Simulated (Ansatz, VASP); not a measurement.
Y in VASP and in Ansatz

File INCAR:

```
SYSTEM = Y
ALGO     = Normal         ! electronic algorithm
EDIFF    = 1E-6           ! SCF threshold, eV
EDIFFG   = -0.01          ! ionic threshold
ENCUT    = 600            ! plane-wave cutoff, eV
GGA      = PS             ! functional
IBRION   = 2              ! ionic algorithm
ISIF     = 3              ! what is computed and relaxed
ISMEAR   = -1             ! smearing method
LASPH    = .TRUE.         ! aspherical terms in the spheres
LCHARG   = .FALSE.        ! write CHGCAR
LREAL    = .FALSE.        ! projectors in reciprocal space
LWAVE    = .FALSE.        ! write WAVECAR
NELM     = 100            ! most SCF steps
NSW      = 80             ! ionic steps
PREC     = Accurate       ! precision mode
SIGMA    = 0.1            ! smearing width, eV
```

The input KPOINTS:

```
k-points
0
G
  10 10 10
  0 0 0
```

File POSCAR:

```
Y
1.0
    3.2912715962      0.0000000000      0.0000000000
    0.0000000000      3.2912715962      0.0000000000
    0.0000000000      0.0000000000      3.2912715962
Y
1
Direct
    0.0000000000      0.0000000000      0.0000000000
```

Input for Ansatz:

```yaml
crystal:
  lattice:
    - [3.2912715962, 0.0, 0.0]
    - [0.0, 3.2912715962, 0.0]
    - [0.0, 0.0, 3.2912715962]
  atoms:
    - { symbol: "Y", position: [0.0, 0.0, 0.0] }
hamiltonian:
  xc: pbesol
  pseudopotentials:
    kind: paw
    azcp:
      "Y": "pseudopotentials/Y.paw.azcp"
basis:
  ecutwfc: 420
  fft_grid_basis: typed
kpoints:
  mp_grid: { grid: [10, 10, 10], shift: [0, 0, 0] }
magnetization:
  spin_polarized: false
scf:
  occupations: { method: fermi_dirac, width: 0.1 }
relax:
  max_steps: 60
  f_tol: 0.01
  cell: {}
output:
  write_density: true
  write_potential: true
  elf: true
  volumetric_format: npy
```

Alike in both runs: task relaxation of cell and atoms; functional PBEsol; k mesh 10 × 10 × 10; occupations fermi-dirac, width 0.1 eV; no spin polarisation.

|  | VASP | Ansatz |
| --- | --- | --- |
| version | VASP 6.6.1 | Ansatz 0.2.0 |
| potentials or method | VASP PAW PBE potentials, release 64 (Y_sv), cutoff 600 eV | plane waves (420 eV) with PAW, scalar-relativistic |
| valence electrons in the cell | 11 | 11 |

```tsv
	VASP	Ansatz	Ansatz less VASP
relaxed volume (Å³/atom)	32.81	32.81	-0.004
relaxed cell length with the largest relative difference (Å)	3.201	3.201	-0.0001
```

VASP's potentials were made for PBE, not for PBEsol, and Ansatz warns of the same on its side.
